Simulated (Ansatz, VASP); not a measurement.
## One calculation of Re, two programs

```
CELL_PARAMETERS angstrom
2.73919 0.00000 0.00000
-1.36959 2.37221 0.00000
0.00000 0.00000 4.41187
ATOMIC_POSITIONS crystal
Re 0.33333 0.66667 0.25000
Re 0.66667 0.33333 0.75000
```

Alike in both runs: task single point; functional LDA; k mesh 13 × 13 × 7; occupations gaussian, width 0.01 eV; no spin polarisation.

|  | VASP | Ansatz |
| --- | --- | --- |
| version | VASP 6.6.1 | Ansatz 0.2.0 |
| potentials or method | VASP PAW LDA potentials, release 64 (Re), cutoff 600 eV | plane waves (420 eV) with PAW, scalar-relativistic |
| valence electrons in the cell | 14 | 30 |

|  | VASP | Ansatz | Ansatz less VASP |
| --- | --- | --- | --- |
| pressure (GPa) | 1.3 | -0.3 | -1.65 |
| traceless stress, the component that is largest in VASP (GPa) | -0.52 | -0.61 | -0.088 |

Ansatz warns that its potentials were made for another functional, while VASP's fit it. LDA's correlation is that of Perdew and Zunger in VASP and of Perdew and Wang (1992) in Ansatz. VASP's potentials hold 14 valence electrons a cell and Ansatz's 30, so a difference there can come from the potentials and not from the codes.

Spin-orbit coupling is off throughout.
